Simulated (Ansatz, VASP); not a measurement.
# One calculation of SnO2, two programs

```
Sn O
1.0
     1.60624    0.92736    4.76837
    -1.60624    0.92736    4.76837
     0.00000   -1.85473    4.76837
Sn O
1 2
Direct
  0.50000 0.50000 0.50000
  0.76283 0.76283 0.76283
  0.23717 0.23717 0.23717
```

Alike in both runs: task single point; functional PBE; k mesh 10 × 10 × 10; occupations fermi-dirac, width 0.05 eV; no spin polarisation.

|  | VASP | Ansatz |
| --- | --- | --- |
| version | VASP 6.6.1 | Ansatz 0.2.0 |
| potentials or method | VASP PAW PBE potentials, release 64 (Sn_d, O) | Ansatz PAW |
| plane-wave cutoff (eV) | 520 | 420 |
| valence electrons in the cell | 26 | 26 |

Ansatz gave:

```
gap on the k mesh at the Fermi level (eV)                     : 2.07
least direct gap on the mesh (eV)                             : 2.19
pressure (GPa)                                                : 2.4
traceless stress, the component that is largest in VASP (GPa) : -1.40
rms of the force components (eV/Å)                            : 0.039
```

Estimate VASP's values.

gap on the k mesh at the Fermi level (eV): 2.04; least direct gap on the mesh (eV): 2.18; pressure (GPa): 3.0; traceless stress, the component that is largest in VASP (GPa): -1.77; rms of the force components (eV/Å): 0.063.

Atom by atom the forces differ by 0.024 eV/Å (rms over components).
